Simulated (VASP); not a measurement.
# TlCl (Pm-3m) in VASP: notebook, part 2 of 2

VASP 6.6.1. Earlier steps stand in the parts before.

## 4. Single point, PBE-based global hybrid with 30 % exact exchange

Input file POSCAR:

```
TlCl
1.0
    3.7936346963      0.0000000000      0.0000000000
    0.0000000000      3.7936346963      0.0000000000
    0.0000000000      0.0000000000      3.7936346963
Tl Cl
1 1
Direct
    0.0000000000      0.0000000000      0.0000000000
    0.5000000000      0.5000000000      0.5000000000
```

Input file INCAR.step1:

```
SYSTEM = TlCl
ALGO     = Normal         ! electronic algorithm
EDIFF    = 1E-5           ! SCF threshold, eV
ENCUT    = 400            ! plane-wave cutoff, eV
GGA      = PE             ! functional
GGA_COMPAT= .False.      
ISIF     = 2              ! what is computed and relaxed
ISMEAR   = 0              ! smearing method
LASPH    = .True.         ! aspherical terms in the spheres
LCHARG   = .False.        ! write CHGCAR
LREAL    = .False.        ! projectors in reciprocal space
LWAVE    = .True.         ! write WAVECAR
NBANDS   = 17             ! bands
NELM     = 120            ! most SCF steps
PREC     = Accurate       ! precision mode
SIGMA    = 0.01           ! smearing width, eV
```

Input file INCAR.step2:

```
SYSTEM = TlCl
AEXX     = 0.3            ! exact-exchange fraction
ALGO     = Normal         ! electronic algorithm
EDIFF    = 1E-6           ! SCF threshold, eV
ENCUT    = 400            ! plane-wave cutoff, eV
GGA      = PE             ! functional
GGA_COMPAT= .False.      
ISIF     = 2              ! what is computed and relaxed
ISMEAR   = 0              ! smearing method
ISTART   = 1            
LASPH    = .True.         ! aspherical terms in the spheres
LCHARG   = .False.        ! write CHGCAR
LHFCALC  = .True.         ! exact exchange
LREAL    = .False.        ! projectors in reciprocal space
LWAVE    = .False.        ! write WAVECAR
NBANDS   = 17             ! bands
NELM     = 120            ! most SCF steps
PREC     = Accurate       ! precision mode
PRECFOCK = Normal       
SIGMA    = 0.01           ! smearing width, eV
```

Input file KPOINTS:

```
k-points
0
Gamma
  4 4 4
  0 0 0
```

Potentials or basis: VASP PAW PBE potentials, release 64 (Tl_d, Cl).

Launch:

```console
cat potpaw_PBE.64/Tl_d/POTCAR potpaw_PBE.64/Cl/POTCAR > POTCAR
cp INCAR.step1 INCAR
mpirun -np 1 vasp_std > vasp.out
cp INCAR.step2 INCAR
mpirun -np 1 vasp_std > vasp.out
```

OUTCAR:

```text
SYSTEM = TlCl
   AEXX = 0.3
   EDIFF = 1E-6
   ENCUT = 400
   GGA = PE
   ISIF = 2
   ISMEAR = 0
   ISTART = 1
   LASPH = .True.
   LHFCALC = .True.
   LREAL = .False.
   NELM = 120
   PREC = Accurate
   PRECFOCK = Normal

 ion  position               nearest neighbor table
   1  0.000  0.000  0.000-   2 3.29   2 3.29   2 3.29   2 3.29   2 3.29   2 3.29   2 3.29   2 3.29

   2  0.500  0.500  0.500-   1 3.29   1 3.29   1 3.29   1 3.29   1 3.29   1 3.29   1 3.29   1 3.29

  LATTYP: Found a simple cubic cell.
 ALAT       =     3.7936346963

  Lattice vectors:

 A1 = (   3.7936346963,   0.0000000000,   0.0000000000)
 A2 = (   0.0000000000,   3.7936346963,   0.0000000000)
 A3 = (   0.0000000000,   0.0000000000,   3.7936346963)

Analysis of symmetry for initial positions (statically):
=====================================================================
 Subroutine PRICEL returns:
 Original cell was already a primitive cell.

 Routine SETGRP: Setting up the symmetry group for a
 simple cubic supercell.

 Subroutine GETGRP returns: Found 48 space group operations
 (whereof 48 operations were pure point group operations)
[... 155 lines left out ...]

  energy without entropy =       -8.21614151  energy(sigma->0) =       -8.21614151

 E-fermi :   2.0470     XC(G=0):  -6.9446

 val. band max:        1.9964120184   @ k =   0.5000   0.0000   0.0000
 cond. band min:       5.7214483603   @ k =   0.5000   0.0000   0.0000
 fundamental gap:      3.7250363419
 Fermi energy:         2.0470274784

 k-point     1 :       0.0000    0.0000    0.0000
  band No.  band energies     occupation
      1     -13.9517      2.00000
      2      -9.6010      2.00000
      3      -9.6010      2.00000
      4      -9.3397      2.00000
      5      -9.3397      2.00000
      6      -9.3397      2.00000
[... 177 lines left out ...]
      4      -9.5518      2.00000
      5      -9.2471      2.00000
      6      -9.2471      2.00000
[... 9 lines left out ...]
     16      17.3769      0.00000
     17      21.8530      0.00000

------------------------ aborting loop because EDIFF is reached ----------------------------------------

  FORCE on cell =-STRESS in cart. coord.  units (eV):
  Direction    XX          YY          ZZ          XY          YZ          ZX
  --------------------------------------------------------------------------------------
  -------------------------------------------------------------------------------------
  Total        0.5218971      0.5218971      0.5218971      0.0000000     -0.0000000      0.0000000
  in kB       15.3154222     15.3154222     15.3154222      0.0000000     -0.0000000      0.0000000
  external PRESSURE =      15.3154222 kB  Pullay stress =       0.0000000 kB

 VOLUME and BASIS-vectors are now :
 -----------------------------------------------------------------------------
  energy-cutoff  :      400.00
  volume of cell :       54.60
      direct lattice vectors                 reciprocal lattice vectors
     3.793634696  0.000000000  0.000000000     0.263599445  0.000000000  0.000000000
     0.000000000  3.793634696  0.000000000     0.000000000  0.263599445  0.000000000
     0.000000000  0.000000000  3.793634696     0.000000000  0.000000000  0.263599445

 POSITION                                       TOTAL-FORCE (eV/Angst)
 -----------------------------------------------------------------------------------
      0.00000      0.00000      0.00000         0.000000      0.000000      0.000000
      1.89682      1.89682      1.89682         0.000000      0.000000      0.000000
 -----------------------------------------------------------------------------------
    total drift:                                0.000000      0.000000      0.000000

  FREE ENERGIE OF THE ION-ELECTRON SYSTEM (eV)
  ---------------------------------------------------
  free  energy   TOTEN  =        -8.2161415079 eV

  energy  without entropy=       -8.2161415079  energy(sigma->0) =       -8.21614151
```

Run time: 10 min. Hardware: 1 thread of Intel Xeon 8259CL, shared host; peak memory 0.16 GiB.

Results:

```yaml
Free_energy: -8.2161 eV
Pressure: 1.5 GPa
Band_gap_on_the_k_mesh: 3.73 eV
```

Levels at points of the mesh, in eV from the valence-band top:
| k point | band 7 | band 8 | band 9 | band 10 | band 11 | band 12 | band 13 | band 14 |
| --- | --- | --- | --- | --- | --- | --- | --- | --- |
| (0.00, 0.00, 0.00) | -4.92 | -2.20 | -2.20 | -2.20 | 9.70 | 9.70 | 10.23 | 10.23 |
| (0.50, 0.00, 0.00) | -6.33 | -1.70 | -1.70 | 0.00 | 3.73 | 8.67 | 8.67 | 10.70 |
| (0.50, 0.50, 0.00) | -3.86 | -3.86 | -3.51 | -1.65 | 6.90 | 6.90 | 10.44 | 10.96 |
| (0.50, 0.50, 0.50) | -2.78 | -2.78 | -2.78 | -1.99 | 4.16 | 4.16 | 4.16 | 15.38 |

Caveat: the PAW data sets were made with another functional, which shifts forces and pressure a little; spin-orbit coupling is left out, which moves the levels of the heavy elements. A k mesh can miss the band edges.

## 5. Single point, PBE-based screened hybrid with 5 % exact exchange

POSCAR is that of step 4.

Input file INCAR.step1:

```
SYSTEM = TlCl
PREC = Accurate ; ENCUT = 400
EDIFF = 1E-5 ; ISMEAR = 0
SIGMA = 0.01 ; LREAL = .FALSE.
LASPH = .TRUE. ; NELM = 120
ALGO = Normal ; ISIF = 2
LWAVE = .TRUE. ; LCHARG = .FALSE.
NBANDS = 17 ; GGA = PE
GGA_COMPAT = .FALSE.
```

Input file INCAR.step2:

```
SYSTEM = TlCl
PREC = Accurate ; ENCUT = 400
EDIFF = 1E-6 ; ISMEAR = 0
SIGMA = 0.01 ; LREAL = .FALSE.
LASPH = .TRUE. ; NELM = 120
ALGO = Normal ; ISIF = 2
LWAVE = .FALSE. ; LCHARG = .FALSE.
GGA = PE ; LHFCALC = .TRUE.
AEXX = 0.05 ; HFSCREEN = 0.5
PRECFOCK = Normal ; NBANDS = 17
ISTART = 1 ; GGA_COMPAT = .FALSE.
```

Input file KPOINTS:

```
regular mesh
0
G
  4 4 4
  0 0 0
```

Launch:

```console
cat potpaw_PBE.64/Tl_d/POTCAR potpaw_PBE.64/Cl/POTCAR > POTCAR
cp INCAR.step1 INCAR
mpirun -np 1 vasp_std > vasp.out
cp INCAR.step2 INCAR
mpirun -np 1 vasp_std > vasp.out
```

Wall time 5.2 min (1 thread of Intel Xeon 8259CL, shared host); peak memory 0.26 GiB.

It converged, with:

* Free energy: -6.0980 eV
* Pressure: 2.2 GPa
* Band gap on the k mesh: 2.06 eV

Levels at points of the mesh, in eV from the valence-band top:
```tsv
k point	band 7	band 8	band 9	band 10	band 11	band 12	band 13	band 14
(0.00, 0.00, 0.00)	-4.65	-1.73	-1.73	-1.73	7.83	7.83	8.05	8.05
(0.50, 0.00, 0.00)	-5.70	-1.26	-1.26	0.00	2.06	6.66	6.66	8.75
(0.50, 0.50, 0.00)	-3.42	-3.27	-3.27	-1.22	4.99	4.99	8.50	8.72
(0.50, 0.50, 0.50)	-2.24	-2.24	-2.24	-2.11	2.47	2.47	2.47	13.15
```

Caveat: the PAW data sets were made with another functional, which shifts forces and pressure a little; spin-orbit coupling is left out, which moves the levels of the heavy elements.

## 6. Single point, HSE06

POSCAR is that of step 5.

Input file INCAR.step1:

```
PREC = Accurate ; ENCUT = 400
EDIFF = 1E-5 ; ISMEAR = 0
SIGMA = 0.01 ; LREAL = F
LASPH = T ; NELM = 120
ALGO = Normal ; ISIF = 2
LWAVE = T ; LCHARG = F
GGA = PE ; NBANDS = 17
GGA_COMPAT = F
```

Input file INCAR.step2:

```
PREC = Accurate ; ENCUT = 400
EDIFF = 1E-6 ; ISMEAR = 0
SIGMA = 0.01 ; LREAL = F
LASPH = T ; NELM = 120
ALGO = Normal ; ISIF = 2
LWAVE = F ; LCHARG = F
GGA = PE ; LHFCALC = T
HFSCREEN = 0.2079 ; PRECFOCK = Normal
ISTART = 1 ; NBANDS = 17
GGA_COMPAT = F
```

Input file KPOINTS:

```
Automatic mesh
0
Gamma
  4 4 4
```

Potentials or basis: VASP PAW PBE potentials, release 64 (Tl_d, Cl).

Launch:

```console
cat potpaw_PBE.64/Tl_d/POTCAR potpaw_PBE.64/Cl/POTCAR > POTCAR
cp INCAR.step1 INCAR
mpirun -np 1 vasp_std > vasp.out
cp INCAR.step2 INCAR
mpirun -np 1 vasp_std > vasp.out
```

It took 9 min on 1 thread of Intel Xeon 8259CL, shared host; peak memory 0.26 GiB.

The run converged. Its results:

- Free energy: -7.1466 eV
- Pressure: 1.9 GPa
- Band gap on the k mesh: 2.74 eV

Levels at points of the mesh, in eV from the valence-band top:
```tsv
k point	band 6	band 7	band 8	band 9	band 10	band 11	band 12	band 13	band 14	band 15
(0.00, 0.00, 0.00)	-11.03	-4.81	-2.07	-2.07	-2.07	8.66	8.66	9.09	9.09	9.09
(0.50, 0.00, 0.00)	-11.03	-6.15	-1.58	-1.58	0.00	2.74	7.58	7.58	9.63	12.62
(0.50, 0.50, 0.00)	-10.95	-3.69	-3.69	-3.46	-1.53	5.83	5.83	9.38	9.81	12.53
(0.50, 0.50, 0.50)	-10.95	-2.64	-2.64	-2.64	-2.01	3.16	3.16	3.16	14.26	14.26
```

Caveat: the PAW data sets were made with another functional, which shifts forces and pressure a little; spin-orbit coupling is left out, which moves the levels of the heavy elements. A k mesh can miss the band edges.

## 7. The runs side by side

| level | share of exact exchange | screening parameter | gap on the mesh (eV) | pressure (GPa) |
| --- | --- | --- | --- | --- |
| HSE06 | 0.25 | 0.2079 1/Å | 2.74 | 1.9 |
| PBE-based screened hybrid with 50 % exact exchange | 0.5 | 0.5 1/Å | 2.66 | 1.7 |
| PBE-based global hybrid with 30 % exact exchange | 0.3 | - | 3.73 | 1.5 |
| PBE-based screened hybrid with 5 % exact exchange | 0.05 | 0.5 1/Å | 2.06 | 2.2 |

Alike in all rows: task single point; potentials or basis VASP PAW PBE potentials, release 64 (Tl_d, Cl); no spin polarisation; cell as given; k mesh 4 × 4 × 4; cutoff (eV) 400; smearing gaussian 0.01 eV.

On the cell as given the gap runs from 2.06 eV (PBE-based screened hybrid with 5 % exact exchange) to 3.73 eV (PBE-based global hybrid with 30 % exact exchange). The pressure there spans 1.5 GPa (PBE-based global hybrid with 30 % exact exchange) to 2.2 GPa (PBE-based screened hybrid with 5 % exact exchange); a positive pressure means that this level wants a larger cell, a negative one a smaller.

Caveats: the PAW data sets were made with another functional, which shifts forces and pressure a little; spin-orbit coupling is left out, which moves the levels of the heavy elements.

Absolute energies hang on the potentials; compare differences alone.
